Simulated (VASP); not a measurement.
# Cu in VASP: single point with PBE

Aim: the single point of Cu with PBE.

Everything below comes from runs of VASP 6.6.1. Logs are shortened: lines on timing, memory, paths and dates and some standing lists are left out, and cuts for length are marked.

### 1 The cell of the first run

The cell holds a slab with vacuum, 8 atoms: a = 2.531 Å, b = 2.531 Å, c = 29.458 Å, α = 90.00°, β = 90.00°, γ = 120.00°.

### 2 Single point, PBE

The input, INCAR:

```
SYSTEM = Cu
ALGO = Normal
DIPOL = 0.5 0.5 0.500
EDIFF = 1E-6
ENCUT = 520
GGA = PE
IDIPOL = 3
ISIF = 2
ISMEAR = -1
LASPH = .TRUE.
LCHARG = .FALSE.
LDIPOL = .TRUE.
LREAL = .FALSE.
LWAVE = .FALSE.
NBANDS = 54
NELM = 60
PREC = Accurate
SIGMA = 0.05
```

The input, KPOINTS:

```
k-points
0
G
  12 12 1
  0 0 0
```

The input, POSCAR:

```
Cu
1.0
    2.5307640267      0.0000000000      0.0000000000
   -1.2653820133      2.1917059381      0.0000000000
    0.0000000000      0.0000000000     29.4581763900
Cu
8
Direct
    0.3333333300      0.6666666600      0.2545982447
    0.0000000000      0.0000000000      0.3247130319
    0.6666666700      0.3333333400      0.3948278191
    0.0000000000      0.0000000000      0.4649426064
    0.3333333300      0.6666666600      0.5350573936
    0.0000000000      0.0000000000      0.6051721809
    0.6666666700      0.3333333400      0.6752869681
    0.0000000000      0.0000000000      0.7454017553
```

Potentials or basis: VASP PAW PBE potentials, release 64 (Cu).

Started as:

```
cat potpaw_PBE.64/Cu/POTCAR > POTCAR
mpirun -np 1 vasp_std > vasp.out
```

OUTCAR:

```text
SYSTEM = Cu
   EDIFF = 1E-6
   ENCUT = 520
   GGA = PE
   ISIF = 2
   ISMEAR = -1
   LASPH = .TRUE.
   LREAL = .FALSE.
   NELM = 60
   PREC = Accurate

 ion  position               nearest neighbor table
   1  0.333  0.667  0.255-   2 2.53   2 2.53   2 2.53
   2  0.000  0.000  0.325-   3 2.53   1 2.53   3 2.53   1 2.53   3 2.53   1 2.53
   3  0.667  0.333  0.395-   2 2.53   4 2.53   2 2.53   2 2.53   4 2.53   4 2.53
   4  0.000  0.000  0.465-   5 2.53   3 2.53   5 2.53   5 2.53   3 2.53   3 2.53
   5  0.333  0.667  0.535-   4 2.53   6 2.53   4 2.53   4 2.53   6 2.53   6 2.53
   6  0.000  0.000  0.605-   7 2.53   5 2.53   7 2.53   7 2.53   5 2.53   5 2.53
   7  0.667  0.333  0.675-   6 2.53   8 2.53   6 2.53   8 2.53   6 2.53   8 2.53
   8  0.000  0.000  0.745-   7 2.53   7 2.53   7 2.53

  LATTYP: Found a hexagonal cell.
 ALAT       =     2.5307640267
 C/A-ratio  =    11.6400328435

  Lattice vectors:

 A1 = (   2.5307640267,   0.0000000000,   0.0000000000)
 A2 = (  -1.2653820133,   2.1917059381,   0.0000000000)
 A3 = (   0.0000000000,   0.0000000000,  29.4581763900)

Analysis of symmetry for initial positions (statically):
=====================================================================
 Subroutine PRICEL returns:
 Original cell was already a primitive cell.

 Routine SETGRP: Setting up the symmetry group for a
 hexagonal supercell.

 Subroutine GETGRP returns: Found  6 space group operations
 (whereof  6 operations were pure point group operations)
 out of a pool of 24 trial point group operations.

The static configuration has the point symmetry C_3v.

Analysis of symmetry for dynamics (positions and initial velocities):
=====================================================================
 Subroutine PRICEL returns:
 Original cell was already a primitive cell.

 Routine SETGRP: Setting up the symmetry group for a
 hexagonal supercell.

 Subroutine GETGRP returns: Found  6 space group operations
 (whereof  6 operations were pure point group operations)
 out of a pool of 24 trial point group operations.

The dynamic configuration has the point symmetry C_3v.

 Subroutine INISYM returns: Found  6 space group operations
 (whereof  6 operations are pure point group operations),
 and found     1 'primitive' translations

----------------------------------------------------------------------------------------

                                     Primitive cell

  volume of cell :     163.3954

  direct lattice vectors                    reciprocal lattice vectors
     2.530764027  0.000000000  0.000000000     0.395137591  0.228132794  0.000000000
    -1.265382013  2.191705938  0.000000000     0.000000000  0.456265589  0.000000000
     0.000000000  0.000000000 29.458176390     0.000000000  0.000000000  0.033946433

  length of vectors
     2.530764027  2.530764027 29.458176390     0.456265589  0.456265589  0.033946433

  position of ions in fractional coordinates (direct lattice)
     0.333333330  0.666666660  0.254598245
     0.000000000  0.000000000  0.324713032
     0.666666670  0.333333340  0.394827819
     0.000000000  0.000000000  0.464942606
     0.333333330  0.666666660  0.535057394
     0.000000000  0.000000000  0.605172181
     0.666666670  0.333333340  0.675286968
     0.000000000  0.000000000  0.745401755

  ion indices of the primitive-cell ions
   primitive index   ion index
                 1           1
                 2           2
                 3           3
                 4           4
                 5           5
                 6           6
                 7           7
                 8           8

----------------------------------------------------------------------------------------

 KPOINTS: k-points

Automatic generation of k-mesh.
 Grid dimensions read from file:
 generate k-points for:   12   12    1

 Generating k-lattice:

  Cartesian coordinates                     Fractional coordinates (reciprocal lattice)
     0.032928133  0.019011066  0.000000000     0.083333333 -0.000000000  0.000000000
     0.000000000  0.038022132  0.000000000     0.000000000  0.083333333  0.000000000
     0.000000000  0.000000000  0.033946433     0.000000000  0.000000000  1.000000000

  Length of vectors
     0.038022132  0.038022132  0.033946433

  Shift w.r.t. Gamma in fractional coordinates (k-lattice)
     0.000000000  0.000000000  0.000000000

 Subroutine IBZKPT returns following result:
 ===========================================

 Found     19 irreducible k-points:

 Following reciprocal coordinates:
            Coordinates               Weight
  0.000000  0.000000  0.000000      1.000000
  0.083333  0.000000  0.000000      6.000000
  0.166667 -0.000000  0.000000      6.000000
  0.250000  0.000000  0.000000      6.000000
  0.333333  0.000000  0.000000      6.000000
  0.416667  0.000000  0.000000      6.000000
[... 11 lines left out ...]
  0.333333  0.250000  0.000000     12.000000
  0.333333  0.333333  0.000000      2.000000
   k-points           NKPTS =     19   k-points in BZ     NKDIM =     19   number of bands    NBANDS=     54
   number of dos      NEDOS =    301   number of ions     NIONS =      8
   total plane-waves  NPLWV =  89600
   dimension x,y,z NGX =    20 NGY =   20 NGZ =  224
   dimension x,y,z NGXF=    40 NGYF=   40 NGZF=  448
   ions per type =               8
   NGX,Y,Z   is equivalent  to a cutoff of  13.14, 13.14, 12.64 a.u.
   NGXF,Y,Z  is equivalent  to a cutoff of  26.28, 26.28, 25.28 a.u.
 SYSTEM =  Cu
   PREC   = accura    normal or accurate (medium, high low for compatibility)
   ISTART =      0    job   : 0-new  1-cont  2-samecut
   ICHARG =      2    charge: 1-file 2-atom 10-const
   ISPIN  =      1    spin polarized calculation?
   LNONCOLLINEAR =      F non collinear calculations
   LSORBIT =      F    spin-orbit coupling
   LASPH  =      T    aspherical Exc in radial PAW
   ENCUT  =  520.0 eV  38.22 Ry    6.18 a.u.   4.71  4.71 54.77*2*pi/ulx,y,z
   NELM   =     60;   NELMIN=  2; NELMDL= -5     # of ELM steps
   EDIFF  = 0.1E-05   stopping-criterion for ELM
   LREAL  =      F    real-space projection
   EDIFFG = 0.1E-04   stopping-criterion for IOM
   NSW    =      0    number of steps for IOM
   IBRION =     -1    ionic relax: 0-MD 1-quasi-New 2-CG
   NFREE  =      0    steps in history (QN), initial steepest desc. (CG)
   ISIF   =      2    stress and relaxation
   ISYM   =      2    0-nonsym 1-usesym 2-fastsym
   POTIM  = 0.5000    time-step for ionic-motion
   TEBEG  =    0.0;   TEEND  =   0.0 temperature during run
   PSTRESS=    0.0 pullay stress
   NELECT =      88.0000    total number of electrons
   NUPDOWN=      -1.0000    fix difference up-down
   EMIN   =  10.00;   EMAX   =-10.00  energy-range for DOS
   EFERMI =   0.00;   METHOD = LEGACY
   ISMEAR =    -1;   SIGMA  =   0.05  broadening in eV -4-tet -1-fermi 0-gaus
   EFERMI_NEDOS =   21; number of points for ismear=-14 and -15
   IALGO  =     38    algorithm
   IMIX   =      4    mixing-type and parameters
     AMIX     =   0.40;   BMIX     =  1.00
     AMIX_MAG =   1.60;   BMIX_MAG =  1.00
  volume/ion in A,a.u.               =      20.42       137.83
  Fermi-wavevector in a.u.,A,eV,Ry     =   1.331954  2.517027 24.138104  1.774101
  Thomas-Fermi vector in A             =   2.460925
   LORBIT       =      0    0 simple, 1 ext, 2 COOP (PROOUT), +10 PAW based schemes
   GGA     = PE    functional components
   LHFCALC =     F    Hartree Fock is set to
   AEXX    =    0.0000 exact exchange contribution
   IVDW    =     0    specifies the selected vdW correction
   LEPSILON=     F    determine dielectric tensor
   LRPA    =     F    only Hartree local field effects (RPA)
 non-spin polarized calculation
  energy-cutoff  :      520.00
  volume of cell :      163.40
 maximum number of plane-waves:      4441
 NGX is ok and might be reduce to    20
   NGX =  9   NGY =  9   NGZ =109

 dipolmoment           0.000000      0.000000     -0.000006 electrons x Angstroem

 number of electron      88.0000027 magnetization

 dipolmoment           0.000000      0.000000      0.000028 electrons x Angstroem

 Free energy of the ion-electron system (eV)
  ---------------------------------------------------
  ext. energy  EPLUGINS =         0.00000000
  ---------------------------------------------------
  free energy    TOTEN  =       -28.78574656 eV

  energy without entropy =      -28.75147901  energy(sigma->0) =      -28.76861279

 E-fermi :   2.4047     XC(G=0):  -7.8722

 val. band max:        2.4042252292   @ k =   0.2500   0.0833   0.0000
 cond. band min:       2.5252126588   @ k =   0.0833   0.0000   0.0000
 fundamental gap:      0.1209874295
 Fermi energy:         2.4047424597

 k-point     1 :       0.0000    0.0000    0.0000
  band No.  band energies     occupation
      1      -7.0207      2.00000
      2      -6.6347      2.00000
      3      -6.0336      2.00000
      4      -5.2034      2.00000
      5      -4.2837      2.00000
      6      -3.4758      2.00000
[... 46 lines left out ...]
     53       7.8674      0.00000
     54       9.4369      0.00000

 k-point     2 :       0.0833    0.0000    0.0000
  band No.  band energies     occupation
      1      -6.7924      2.00000
      2      -6.4096      2.00000
      3      -5.8140      2.00000
      4      -4.9923      2.00000
      5      -4.0839      2.00000
      6      -3.2912      2.00000
[... 46 lines left out ...]
     53       8.0606      0.00000
     54       9.6187      0.00000

 k-point     3 :       0.1667   -0.0000    0.0000
  band No.  band energies     occupation
      1      -6.1244      2.00000
      2      -5.7535      2.00000
      3      -5.1795      2.00000
      4      -4.3927      2.00000
      5      -3.5332      2.00000
      6      -2.7990      2.00000
[... 46 lines left out ...]
     53       8.6433      0.00000
     54      10.1784      0.00000
[... 799 lines left out ...]
 k-point    18 :       0.3333    0.2500    0.0000
  band No.  band energies     occupation
      1      -2.0183      2.00000
      2      -1.9970      2.00000
      3      -1.9198      2.00000
      4      -1.8931      2.00000
      5      -1.8094      2.00000
      6      -1.7570      2.00000
[... 46 lines left out ...]
     53       8.8916      0.00000
     54       9.3003      0.00000

 k-point    19 :       0.3333    0.3333    0.0000
  band No.  band energies     occupation
      1      -1.7596      2.00000
      2      -1.7504      2.00000
      3      -1.7208      2.00000
      4      -1.6943      2.00000
      5      -1.6762      2.00000
      6      -1.6610      2.00000
[... 46 lines left out ...]
     53       8.6869      0.00000
     54       9.0047      0.00000

------------------------ aborting loop because EDIFF is reached ----------------------------------------

 vacuum level on the upper side and lower side of the slab       (xc-potential included)        -0.176        -0.173

  FORCE on cell =-STRESS in cart. coord.  units (eV):
  Direction    XX          YY          ZZ          XY          YZ          ZX
  --------------------------------------------------------------------------------------
  -------------------------------------------------------------------------------------
  Total        2.9635294      2.9635294      2.8781836      0.0000000      0.0000000      0.0000000
  in kB       29.0589576     29.0589576     28.2220972      0.0000000      0.0000000      0.0000000
  external PRESSURE =      28.7800042 kB  Pullay stress =       0.0000000 kB

 VOLUME and BASIS-vectors are now :
 -----------------------------------------------------------------------------
  energy-cutoff  :      520.00
  volume of cell :      163.40
      direct lattice vectors                 reciprocal lattice vectors
     2.530764027  0.000000000  0.000000000     0.395137591  0.228132794  0.000000000
    -1.265382013  2.191705938  0.000000000     0.000000000  0.456265589  0.000000000
     0.000000000  0.000000000 29.458176390     0.000000000  0.000000000  0.033946433

 POSITION                                       TOTAL-FORCE (eV/Angst)
 -----------------------------------------------------------------------------------
      0.00000      1.46114      7.50000        -0.000000     -0.000000     -0.166402
      0.00000      0.00000      9.56545        -0.000000     -0.000000     -0.020852
      1.26538      0.73057     11.63091         0.000000     -0.000000     -0.026046
      0.00000      0.00000     13.69636        -0.000000     -0.000000     -0.034977
      0.00000      1.46114     15.76182         0.000000     -0.000000      0.030284
      0.00000      0.00000     17.82727         0.000000     -0.000000      0.028085
      1.26538      0.73057     19.89272         0.000000      0.000000     -0.008742
      0.00000      0.00000     21.95818         0.000000     -0.000000      0.198651
 -----------------------------------------------------------------------------------
    total drift:                               -0.000000      0.000000     -0.001437

  FREE ENERGIE OF THE ION-ELECTRON SYSTEM (eV)
  ---------------------------------------------------
  free  energy   TOTEN  =       -28.7857465630 eV

  energy  without entropy=      -28.7514790143  energy(sigma->0) =      -28.76861279

 vacuum level on the upper side and lower side of the slab         7.032         7.036
```

It took 5.8 min on 1 thread of Intel Xeon Platinum 8375C at 2.90GHz (Ice Lake), shared host; peak memory 0.35 GiB.

Results:

| Property | Result |
| --- | --- |
| Free energy | -28.7857 eV |
| Largest force | 0.199 eV/Å |
| Band gap on the k mesh | zero (bands 44 and 45 overlap by 5.27 eV) |

Forces in eV/Å, atoms in the order of the input:
```
Cu   0.000  0.000 -0.166
Cu   0.000  0.000 -0.021
Cu   0.000  0.000 -0.026
Cu   0.000  0.000 -0.035
Cu   0.000  0.000  0.030
Cu   0.000  0.000  0.028
Cu   0.000  0.000 -0.009
Cu   0.000  0.000  0.199
```
